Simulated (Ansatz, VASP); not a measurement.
## Two plane-wave programs on HfZrS3

```xyz
10
Lattice="4.1168 0.0000 0.0000 0.0000 4.1168 0.0000 0.0000 0.0000 12.1676" Properties=species:S:1:pos:R:3 pbc="T T T"
Zr    0.0000    0.0000    2.9028
Zr    0.0000    0.0000    8.9866
Hf    0.0000    0.0000    6.0337
Hf    4.1168    0.0000   12.1175
S     2.0584    0.0000    1.3780
S     2.0584    0.0000    7.4618
S     0.0000    2.0584    1.3780
S     0.0000    2.0584    7.4618
S     2.0584    2.0584    4.4128
S     2.0584    2.0584   10.4966
```

Alike in both runs: task single point; functional PBE; k mesh 6 × 6 × 2; occupations gaussian, width 0.2 eV; no spin polarisation.

|  | VASP | Ansatz |
| --- | --- | --- |
| version | VASP 6.6.1 | Ansatz 0.2.0 |
| potentials or method | VASP PAW PBE potentials, release 64 (Zr_sv, Hf_pv, S), cutoff 520 eV | scalar-relativistic, plane waves, PAW |
| valence electrons in the cell | 80 | 112 |

|  | VASP | Ansatz | Ansatz less VASP |
| --- | --- | --- | --- |
| gap on the k mesh at the Fermi level (eV) | none | none | - |
| pressure (GPa) | -0.4 | -0.1 | +0.37 |
| traceless stress, the component that is largest in VASP (GPa) | 0.62 | 0.71 | +0.090 |
| rms of the force components (eV/Å) | 0.035 | 0.048 | +0.0128 |

Atom by atom the forces differ by 0.036 eV/Å (rms over components). A gap of «none» marks a metal or a gap that the smearing closes. VASP's potentials hold 80 valence electrons a cell and Ansatz's 112, so a difference there can come from the potentials and not from the codes.

Neither program's run includes spin-orbit coupling.
